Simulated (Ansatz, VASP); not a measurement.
# Ga2SnSe4 in VASP and in Ansatz

```
Ga Sn Se
1.0
    -3.70000    3.70000    3.10000
     3.70000   -3.70000    3.10000
     3.70000    3.70000   -3.10000
Ga Sn Se
2 1 4
Direct
  0.00000 0.50000 0.50000
  0.50000 0.00000 0.50000
  0.00000 0.00000 0.00000
  0.07200 0.92800 0.50000
  0.42800 0.57200 0.50000
  0.92800 0.42800 0.85600
  0.57200 0.07200 0.14400
```

Change from the starting cell: built by hand: vacancy-ordered TlSe type (I422) (I422, No. 97).

Alike in both runs: task relaxation of cell and atoms; functional PBE; k mesh 3 × 3 × 3; occupations gaussian, width 0.15 eV; no spin polarisation.

```csv
,VASP,Ansatz
version,VASP 6.6.1,Ansatz 0.2.0
potentials or method,"VASP PAW PBE potentials, release 64 (Ga_d, Sn_d, Se), cutoff 600 eV","scalar-relativistic, plane waves, PAW"
valence electrons in the cell,64,104
```

|  | VASP | Ansatz | Ansatz less VASP |
| --- | --- | --- | --- |
| gap on the k mesh at the Fermi level, each at its own relaxed structure (eV) | 1.38 | 1.38 | -0.004 |
| relaxed volume (Å³/atom) | 26.20 | 26.60 | +0.395 |
| relaxed cell length with the largest relative difference (Å) | 6.249 | 6.284 | +0.0351 |

VASP's potentials hold 64 valence electrons a cell and Ansatz's 104, so a difference there can come from the potentials and not from the codes.

The k mesh is coarse, so the values compare programs but aren't converged.
